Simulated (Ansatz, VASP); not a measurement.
## Se in VASP and in Ansatz

Contents of INCAR:

```
SYSTEM = Se
ALGO = Normal ; EDIFF = 1E-6
ENCUT = 520 ; GGA = PE
ISIF = 2 ; ISMEAR = -1
LASPH = .True. ; LCHARG = .True.
LELF = .True. ; LREAL = .False.
LVHAR = .True. ; LWAVE = .False.
NBANDS = 13 ; NELM = 80
PREC = Accurate ; SIGMA = 0.08
```

KPOINTS

```
k-points
0
Gamma
  14 14 8
  0 0 0
```

File POSCAR:

```
Se
1.0
    2.7913673584      0.0000000000      0.0000000000
   -1.3956836792      2.4173950437      0.0000000000
    0.0000000000      0.0000000000      3.9679634398
Se
2
Direct
    0.3333333333      0.6666666667      0.2500000000
    0.6666666667      0.3333333333      0.7500000000
```

Input for Ansatz:

```yaml
crystal:
  lattice:
    - [2.7913673584, 0.0, 0.0]
    - [-1.3956836792, 2.4173950437, 0.0]
    - [0.0, 0.0, 3.9679634398]
  atoms:
    - { symbol: Se, position: [0.3333333333, 0.6666666667, 0.25] }
    - { symbol: Se, position: [0.6666666667, 0.3333333333, 0.75] }
kpoints:
  mp_grid: { grid: [14, 14, 8] }
scf:
  occupations: { method: fermi_dirac, width: 0.08 }
hamiltonian:
  xc: pbe
  pseudopotentials: { kind: paw }
output:
  forces: true
  stress: true
  eigenvalues: true
  populations: true
```

Change from the starting cell: volume scaled by 0.6, PAW files.

Alike in both runs: task single point; functional PBE; k mesh 14 × 14 × 8; occupations fermi-dirac, width 0.08 eV; no spin polarisation.

|  | VASP | Ansatz |
| --- | --- | --- |
| version | VASP 6.6.1 | Ansatz 0.2.0 |
| potentials or method | VASP PAW PBE potentials, release 64 (Se) | PAW with Ansatz's default frozen-core files, scalar-relativistic |
| plane-wave cutoff (eV) | 520 | 420 |
| valence electrons in the cell | 12 | 32 |

```csv
,VASP,Ansatz,Ansatz less VASP
pressure (GPa),79.0,78.3,-0.67
"traceless stress, the component that is largest in VASP (GPa)",0.31,0.11,-0.201
```

Both programs put the cell under a high pressure, so it lies far from rest at this level. The functional is the same, so the differences come from potentials, cutoffs and numerics. VASP's potentials hold 12 valence electrons a cell and Ansatz's 32, so a difference there can come from the potentials and not from the codes.

Noted on VASP's run: the cell as given lies far from equilibrium.
